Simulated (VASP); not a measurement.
# Au (Fm-3m) in VASP: a series of runs

The runs below take Au through single point, with PBEsol.

All numbers are computed with VASP 6.6.1; they aren't measurements. Logs are shortened: lines on timing, memory, paths and dates and some standing lists are left out, and cuts for length are marked.

## 1. The cell of the first run

Symmetry: Fm-3m, No. 225, cubic system. Conventional cell: a = 4.084 Å, b = 4.084 Å, c = 4.084 Å, α = 90.00°, β = 90.00°, γ = 90.00°. Au (site symmetry m-3m) has 12 Au at 2.89 Å within 3.8 Å.

## 2. Single point, PBEsol

File INCAR:

```
SYSTEM = Au
PREC = Accurate
ENCUT = 520
EDIFF = 1E-6
ISMEAR = 0
SIGMA = 0.1
LREAL = .False.
LASPH = .True.
NELM = 100
ALGO = Normal
ISIF = 2
LWAVE = .False.
LCHARG = .True.
GGA = PS
LELF = .True.
LVHAR = .True.
NBANDS = 12
```

File KPOINTS:

```
regular mesh
0
Gamma
  18 18 18
  0 0 0
```

File POSCAR:

```
Au
1.0
    0.0000000000      2.0419343851      2.0419343851
    2.0419343851      0.0000000000      2.0419343851
    2.0419343851      2.0419343851      0.0000000000
Au
1
Direct
    0.0000000000      0.0000000000      0.0000000000
```

Potentials or basis: VASP PAW PBE potentials, release 64 (Au).

Started as:

```sh
$ cat potpaw_PBE.64/Au/POTCAR > POTCAR
$ mpirun -np 1 vasp_std > vasp.out
```

OUTCAR:

```text
SYSTEM = Au
   PREC = Accurate
   ENCUT = 520
   EDIFF = 1E-6
   ISMEAR = 0
   LREAL = .False.
   LASPH = .True.
   NELM = 100
   ISIF = 2
   GGA = PS

 ion  position               nearest neighbor table
   1  0.000  0.000  0.000-

  LATTYP: Found a face centered cubic cell.
 ALAT       =     4.0838687702

  Lattice vectors:

 A1 = (   0.0000000000,   2.0419343851,   2.0419343851)
 A2 = (   2.0419343851,   0.0000000000,   2.0419343851)
 A3 = (   2.0419343851,   2.0419343851,   0.0000000000)

Analysis of symmetry for initial positions (statically):
=====================================================================
 Subroutine PRICEL returns:
 Original cell was already a primitive cell.

 Routine SETGRP: Setting up the symmetry group for a
 face centered cubic supercell.

 Subroutine GETGRP returns: Found 48 space group operations
 (whereof 48 operations were pure point group operations)
 out of a pool of 48 trial point group operations.

The static configuration has the point symmetry O_h .

Analysis of symmetry for dynamics (positions and initial velocities):
=====================================================================
 Subroutine PRICEL returns:
 Original cell was already a primitive cell.

 Routine SETGRP: Setting up the symmetry group for a
 face centered cubic supercell.

 Subroutine GETGRP returns: Found 48 space group operations
 (whereof 48 operations were pure point group operations)
 out of a pool of 48 trial point group operations.

The dynamic configuration has the point symmetry O_h .

 Subroutine INISYM returns: Found 48 space group operations
 (whereof 48 operations are pure point group operations),
 and found     1 'primitive' translations

----------------------------------------------------------------------------------------

                                     Primitive cell

  volume of cell :      17.0277

  direct lattice vectors                    reciprocal lattice vectors
     0.000000000  2.041934385  2.041934385    -0.244865851  0.244865851  0.244865851
     2.041934385  0.000000000  2.041934385     0.244865851 -0.244865851  0.244865851
     2.041934385  2.041934385  0.000000000     0.244865851  0.244865851 -0.244865851

  length of vectors
     2.887731301  2.887731301  2.887731301     0.424120094  0.424120094  0.424120094

  position of ions in fractional coordinates (direct lattice)
     0.000000000  0.000000000  0.000000000

  ion indices of the primitive-cell ions
   primitive index   ion index
                 1           1

----------------------------------------------------------------------------------------

 KPOINTS: regular mesh

Automatic generation of k-mesh.
 Grid dimensions read from file:
 generate k-points for:   18   18   18

 Generating k-lattice:

  Cartesian coordinates                     Fractional coordinates (reciprocal lattice)
    -0.013603658  0.013603658  0.013603658     0.055555556  0.000000000  0.000000000
     0.013603658 -0.013603658  0.013603658     0.000000000  0.055555556  0.000000000
     0.013603658  0.013603658 -0.013603658     0.000000000  0.000000000  0.055555556

  Length of vectors
     0.023562227  0.023562227  0.023562227

  Shift w.r.t. Gamma in fractional coordinates (k-lattice)
     0.000000000  0.000000000  0.000000000

 Subroutine IBZKPT returns following result:
 ===========================================

 Found    195 irreducible k-points:

 Following reciprocal coordinates:
            Coordinates               Weight
  0.000000  0.000000  0.000000      1.000000
  0.055556  0.000000  0.000000      8.000000
  0.111111  0.000000  0.000000      8.000000
  0.166667  0.000000  0.000000      8.000000
  0.222222  0.000000  0.000000      8.000000
  0.277778  0.000000  0.000000      8.000000
[... 16 lines left out ...]
 -0.277778  0.055556  0.000000     24.000000
 -0.222222  0.055556  0.000000     24.000000
 [... further k-points ...]
   k-points           NKPTS =    195   k-points in BZ     NKDIM =    195   number of bands    NBANDS=     12
   number of dos      NEDOS =    301   number of ions     NIONS =      1
   total plane-waves  NPLWV =  13824
   dimension x,y,z NGX =    24 NGY =   24 NGZ =   24
   dimension x,y,z NGXF=    48 NGYF=   48 NGZF=   48
   ions per type =               1
   NGX,Y,Z   is equivalent  to a cutoff of  13.82, 13.82, 13.82 a.u.
   NGXF,Y,Z  is equivalent  to a cutoff of  27.63, 27.63, 27.63 a.u.
 SYSTEM =  Au
   PREC   = accura    normal or accurate (medium, high low for compatibility)
   ISTART =      0    job   : 0-new  1-cont  2-samecut
   ICHARG =      2    charge: 1-file 2-atom 10-const
   ISPIN  =      1    spin polarized calculation?
   LNONCOLLINEAR =      F non collinear calculations
   LSORBIT =      F    spin-orbit coupling
   LASPH  =      T    aspherical Exc in radial PAW
   ENCUT  =  520.0 eV  38.22 Ry    6.18 a.u.   5.37  5.37  5.37*2*pi/ulx,y,z
   NELM   =    100;   NELMIN=  2; NELMDL= -5     # of ELM steps
   EDIFF  = 0.1E-05   stopping-criterion for ELM
   LREAL  =      F    real-space projection
   EDIFFG = 0.1E-04   stopping-criterion for IOM
   NSW    =      0    number of steps for IOM
   IBRION =     -1    ionic relax: 0-MD 1-quasi-New 2-CG
   NFREE  =      0    steps in history (QN), initial steepest desc. (CG)
   ISIF   =      2    stress and relaxation
   ISYM   =      2    0-nonsym 1-usesym 2-fastsym
   POTIM  = 0.5000    time-step for ionic-motion
   TEBEG  =    0.0;   TEEND  =   0.0 temperature during run
   PSTRESS=    0.0 pullay stress
   NELECT =      11.0000    total number of electrons
   NUPDOWN=      -1.0000    fix difference up-down
   EMIN   =  10.00;   EMAX   =-10.00  energy-range for DOS
   EFERMI =   0.00;   METHOD = LEGACY
   ISMEAR =     0;   SIGMA  =   0.10  broadening in eV -4-tet -1-fermi 0-gaus
   EFERMI_NEDOS =   21; number of points for ismear=-14 and -15
   IALGO  =     38    algorithm
   IMIX   =      4    mixing-type and parameters
     AMIX     =   0.40;   BMIX     =  1.00
     AMIX_MAG =   1.60;   BMIX_MAG =  1.00
  volume/ion in A,a.u.               =      17.03       114.91
  Fermi-wavevector in a.u.,A,eV,Ry     =   1.415209  2.674357 27.249977  2.002817
  Thomas-Fermi vector in A             =   2.536671
   LORBIT       =      0    0 simple, 1 ext, 2 COOP (PROOUT), +10 PAW based schemes
   GGA     = PS    functional components
   LHFCALC =     F    Hartree Fock is set to
   AEXX    =    0.0000 exact exchange contribution
   IVDW    =     0    specifies the selected vdW correction
   LEPSILON=     F    determine dielectric tensor
   LRPA    =     F    only Hartree local field effects (RPA)
 non-spin polarized calculation
 Gauss-broadening in eV      SIGMA  =   0.10
  energy-cutoff  :      520.00
  volume of cell :       17.03
 maximum number of plane-waves:       473
 NGX is ok and might be reduce to    24

 number of electron      11.0000000 magnetization

 Free energy of the ion-electron system (eV)
  ---------------------------------------------------
  ext. energy  EPLUGINS =         0.00000000
  ---------------------------------------------------
  free energy    TOTEN  =        -3.92508229 eV

  energy without entropy =       -3.92366114  energy(sigma->0) =       -3.92437172

 E-fermi :   9.2618     XC(G=0): -12.8893

 val. band max:        9.2596369614   @ k =   0.5000   0.1667   0.0556
 cond. band min:       9.2666097198   @ k =   0.5000   0.2778   0.1111
 fundamental gap:      0.0069727584
 Fermi energy:         9.2617961712

 k-point     1 :       0.0000    0.0000    0.0000
  band No.  band energies     occupation
      1      -0.6375      2.00000
      2       4.6101      2.00000
      3       4.6101      2.00000
      4       4.6101      2.00000
      5       6.1425      2.00000
      6       6.1425      2.00000
      7      23.7907      0.00000
      8      27.7900      0.00000
      9      27.7900      0.00000
     10      27.7900      0.00000
     11      32.6588      0.00000
     12      37.3321      0.00000

 k-point     2 :       0.0556    0.0000    0.0000
  band No.  band energies     occupation
      1      -0.5295      2.00000
      2       4.5739      2.00000
      3       4.6478      2.00000
      4       4.6478      2.00000
      5       6.1251      2.00000
      6       6.1251      2.00000
      7      23.9202      0.00000
      8      27.0722      0.00000
      9      27.9193      0.00000
     10      27.9193      0.00000
     11      33.2762      0.00000
     12      35.9864      0.00000

 k-point     3 :       0.1111    0.0000    0.0000
  band No.  band energies     occupation
      1      -0.2138      2.00000
      2       4.4819      2.00000
      3       4.7462      2.00000
      4       4.7462      2.00000
      5       6.0895      2.00000
      6       6.0895      2.00000
      7      24.2138      0.00000
      8      25.5923      0.00000
      9      28.2847      0.00000
     10      28.2847      0.00000
     11      33.0540      0.00000
     12      35.3517      0.00000
[... 286 lines left out ...]
 k-point    23 :      -0.2778    0.0556    0.0000
  band No.  band energies     occupation
      1       1.6706      2.00000
      2       4.6352      2.00000
      3       4.8639      2.00000
      4       4.8821      2.00000
      5       6.3282      2.00000
      6       6.8611      2.00000
      7      18.6549      0.00000
      8      24.4854      0.00000
      9      27.2014      0.00000
     10      29.8238      0.00000
     11      30.8599      0.00000
     12      32.3549      0.00000

 k-point    24 :      -0.2222    0.0556    0.0000
  band No.  band energies     occupation
      1       1.1663      2.00000
      2       4.3325      2.00000
      3       4.9168      2.00000
      4       4.9560      2.00000
      5       6.0445      2.00000
      6       6.5291      2.00000
      7      20.8445      0.00000
      8      24.8780      0.00000
      9      27.8080      0.00000
     10      30.0810      0.00000
     11      30.6880      0.00000
     12      32.1288      0.00000

 [... further k-points ...]
[... 5 lines left out ...]
  --------------------------------------------------------------------------------------
  -------------------------------------------------------------------------------------
  Total       -0.0334787     -0.0334787     -0.0334787      0.0000000      0.0000000      0.0000000
  in kB       -3.1500981     -3.1500981     -3.1500981      0.0000000      0.0000000      0.0000000
  external PRESSURE =      -3.1500981 kB  Pullay stress =       0.0000000 kB

 VOLUME and BASIS-vectors are now :
 -----------------------------------------------------------------------------
  energy-cutoff  :      520.00
  volume of cell :       17.03
      direct lattice vectors                 reciprocal lattice vectors
     0.000000000  2.041934385  2.041934385    -0.244865851  0.244865851  0.244865851
     2.041934385  0.000000000  2.041934385     0.244865851 -0.244865851  0.244865851
     2.041934385  2.041934385  0.000000000     0.244865851  0.244865851 -0.244865851

 POSITION                                       TOTAL-FORCE (eV/Angst)
 -----------------------------------------------------------------------------------
      0.00000      0.00000      0.00000        -0.000000      0.000000     -0.000000
 -----------------------------------------------------------------------------------
    total drift:                               -0.000000      0.000000      0.000000

  FREE ENERGIE OF THE ION-ELECTRON SYSTEM (eV)
  ---------------------------------------------------
  free  energy   TOTEN  =        -3.9250822899 eV

  energy  without entropy=       -3.9236611436  energy(sigma->0) =       -3.92437172
```

Wall time 63 s (1 thread of Intel Xeon 8259CL, shared host); peak memory 0.17 GiB.

What came out:

| Property | Result |
| --- | --- |
| Free energy | -3.9251 eV |
| Pressure | -0.3 GPa |

Caveat: the PAW data sets were made with another functional, which shifts forces and pressure a little; spin-orbit coupling is left out, which moves the levels of the heavy elements.

## 3. Single point, PBEsol

File INCAR:

```
ALGO = Fast ; EDIFF = 1E-6
ENCUT = 520 ; GGA = PS
ISIF = 2 ; ISMEAR = 0
LASPH = True ; LCHARG = True
LELF = True ; LREAL = False
LVHAR = True ; LWAVE = False
NBANDS = 12 ; NELM = 100
PREC = Accurate ; SIGMA = 0.15
```

File KPOINTS:

```
k-points
0
Gamma
  26 26 26
```

POSCAR is that of step 2.

Potentials or basis: VASP PAW PBE potentials, release 64 (Au).

Started as:

```sh
$ cat potpaw_PBE.64/Au/POTCAR > POTCAR
$ mpirun -np 1 vasp_std > vasp.out
```

It took 61 s on 1 thread of Intel Xeon Platinum 8259CL at 2.50GHz (Skylake/Cascade Lake), shared host; peak memory 0.22 GiB.

Results (log left out):

* Free energy: -3.9261 eV
* Pressure: -0.3 GPa

Levels at points of the mesh, in eV from the Fermi level:
```
           k point  band 2  band 3  band 4  band 5  band 6  band 7  band 8  band 9  band 10  band 11
(0.00, 0.00, 0.00)   -4.69   -4.69   -4.69   -3.16   -3.16   14.49   18.49   18.49    18.49    23.36
(0.50, 0.00, 0.00)   -4.73   -4.73   -1.95   -1.95   -1.04    3.05   13.93   17.09    17.09    24.89
(0.50, 0.50, 0.00)   -6.76   -2.00   -1.63   -1.63    0.95    5.74    9.95    9.95    17.17    19.79
```

Caveat: the PAW data sets were made with another functional, which shifts forces and pressure a little; spin-orbit coupling is left out, which moves the levels of the heavy elements.

## 4. Single point, PBEsol

This run uses another cell than the first one: it holds 2 atoms, not 1.

File INCAR:

```
  PREC = Accurate
  ENCUT = 520
  EDIFF = 1E-6
  ISMEAR = 0
  SIGMA = 0.15
  LREAL = False
  LASPH = True
  NELM = 100
  ALGO = Fast
  ISIF = 2
  LWAVE = False
  LCHARG = False
  GGA = PS
  NBANDS = 18
```

File KPOINTS:

```
regular mesh
0
Gamma
  24 24 24
```

File POSCAR:

```
Au
1.0
    0.0000000000     -2.0419343851     -2.0419343851
   -2.0419343851      0.0000000000     -2.0419343851
    2.0419343851      2.0419343851     -4.0838687702
Au
2
Direct
    0.5000000000      0.5000000000      0.5000000000
    0.0000000000      0.0000000000      0.0000000000
```

Potentials or basis: VASP PAW PBE potentials, release 64 (Au).

Started as:

```sh
$ cat potpaw_PBE.64/Au/POTCAR > POTCAR
$ mpirun -np 1 vasp_std > vasp.out
```

OUTCAR:

```text
PREC = Accurate
   ENCUT = 520
   EDIFF = 1E-6
   ISMEAR = 0
   LREAL = False
   LASPH = True
   NELM = 100
   ISIF = 2
   GGA = PS

 ion  position               nearest neighbor table
   1  0.500  0.500  0.500-   2 2.89   2 2.89   2 2.89   2 2.89   2 2.89   2 2.89
   2  0.000  0.000  0.000-   1 2.89   1 2.89   1 2.89   1 2.89   1 2.89   1 2.89

  LATTYP: Found a trigonal (rhomboedric) cell.
 ALAT       =     5.0016973317
 COS(alpha) =     0.8333333333

  Lattice vectors:

 A1 = (   2.0419343851,   4.0838687702,  -2.0419343851)
 A2 = (   4.0838687702,   2.0419343851,  -2.0419343851)
 A3 = (   2.0419343851,   2.0419343851,  -4.0838687702)

Analysis of symmetry for initial positions (statically):
=====================================================================
 Subroutine PRICEL returns following result:

  LATTYP: Found a face centered cubic cell.
 ALAT       =     4.0838687702

  Lattice vectors:

 A1 = (   0.0000000000,  -2.0419343851,   2.0419343851)
 A2 = (   2.0419343851,  -2.0419343851,   0.0000000000)
 A3 = (   2.0419343851,   0.0000000000,   2.0419343851)

[... 174 lines left out ...]
  ---------------------------------------------------
  ext. energy  EPLUGINS =         0.00000000
  ---------------------------------------------------
  free energy    TOTEN  =        -7.85152623 eV

  energy without entropy =       -7.84538297  energy(sigma->0) =       -7.84845460

 E-fermi :   9.2946     XC(G=0): -12.8899

 val. band max:        9.2882576279   @ k =  -0.3750  -0.3750   0.2917
 cond. band min:       9.3057088893   @ k =  -0.1667   0.0000   0.1250
 fundamental gap:      0.0174512614
 Fermi energy:         9.2945879193

 k-point     1 :       0.0000    0.0000    0.0000
  band No.  band energies     occupation
      1      -0.6377      2.00000
      2       1.9505      2.00000
      3       4.5726      2.00000
      4       4.5726      2.00000
      5       4.6068      2.00000
      6       4.6075      2.00000
[... 481 lines left out ...]
      5       4.7183      2.00000
      6       4.9340      2.00000
[... 10 lines left out ...]
     17      22.6042      0.00000
     18      22.6931      0.00000

 [... further k-points ...]
[... 5 lines left out ...]
  --------------------------------------------------------------------------------------
  -------------------------------------------------------------------------------------
  Total       -0.0746334     -0.0746334     -0.0746334     -0.0152686      0.0152686      0.0152686
  in kB       -3.5112216     -3.5112216     -3.5112216     -0.7183295      0.7183295      0.7183295
  external PRESSURE =      -3.5112216 kB  Pullay stress =       0.0000000 kB

 VOLUME and BASIS-vectors are now :
 -----------------------------------------------------------------------------
  energy-cutoff  :      520.00
  volume of cell :       34.06
      direct lattice vectors                 reciprocal lattice vectors
     0.000000000 -2.041934385 -2.041934385     0.122432925 -0.367298776 -0.122432925
    -2.041934385  0.000000000 -2.041934385    -0.367298776  0.122432925 -0.122432925
     2.041934385  2.041934385 -4.083868770     0.122432925  0.122432925 -0.122432925

 POSITION                                       TOTAL-FORCE (eV/Angst)
 -----------------------------------------------------------------------------------
      0.00000      0.00000     -4.08387        -0.000000      0.000000      0.000000
      0.00000      0.00000      0.00000         0.000000     -0.000000     -0.000000
 -----------------------------------------------------------------------------------
    total drift:                               -0.000000      0.000000      0.000000

  FREE ENERGIE OF THE ION-ELECTRON SYSTEM (eV)
  ---------------------------------------------------
  free  energy   TOTEN  =        -7.8515262303 eV

  energy  without entropy=       -7.8453829650  energy(sigma->0) =       -7.84845460
```

OSZICAR:

```text
N       E                     dE             d eps       ncg     rms          rms(c)
DAV:   1     0.122764457585E+03    0.12276E+03   -0.11556E+04 48564   0.117E+03
DAV:   2    -0.640504579039E+01   -0.12917E+03   -0.12293E+03 50366   0.260E+02
DAV:   3    -0.852205924421E+01   -0.21170E+01   -0.21055E+01 54996   0.338E+01
DAV:   4    -0.853144960282E+01   -0.93904E-02   -0.93894E-02 51840   0.240E+00
DAV:   5    -0.853153247461E+01   -0.82872E-04   -0.82871E-04 52532   0.237E-01    0.136E+01
RMM:   6    -0.790173752161E+01    0.62979E+00   -0.10798E+00 47293   0.775E+00    0.836E+00
RMM:   7    -0.785768380676E+01    0.44054E-01   -0.15347E-01 48787   0.311E+00    0.350E+00
RMM:   8    -0.785162942017E+01    0.60544E-02   -0.19240E-02 49290   0.106E+00    0.592E-01
RMM:   9    -0.785152566314E+01    0.10376E-03   -0.11676E-03 51920   0.260E-01    0.173E-01
RMM:  10    -0.785153126511E+01   -0.56020E-05   -0.17001E-04 52025   0.875E-02    0.165E-01
RMM:  11    -0.785152598257E+01    0.52825E-05   -0.31897E-05 51657   0.376E-02    0.172E-02
RMM:  12    -0.785152623031E+01   -0.24774E-06   -0.40020E-06 42308   0.126E-02
   1 F= -.78515262E+01 E0= -.78484546E+01  d E =-.614327E-02
```

Run time: 7.5 min. Hardware: 1 thread of Intel Xeon Platinum 8259CL at 2.50GHz (Skylake/Cascade Lake), shared host; peak memory 0.71 GiB.

The run converged, but its numbers aren't listed here, since they failed a check.

Caveat: the result breaks the symmetry of the cell; the PAW data sets were made with another functional, which shifts forces and pressure a little; spin-orbit coupling is left out, which moves the levels of the heavy elements.
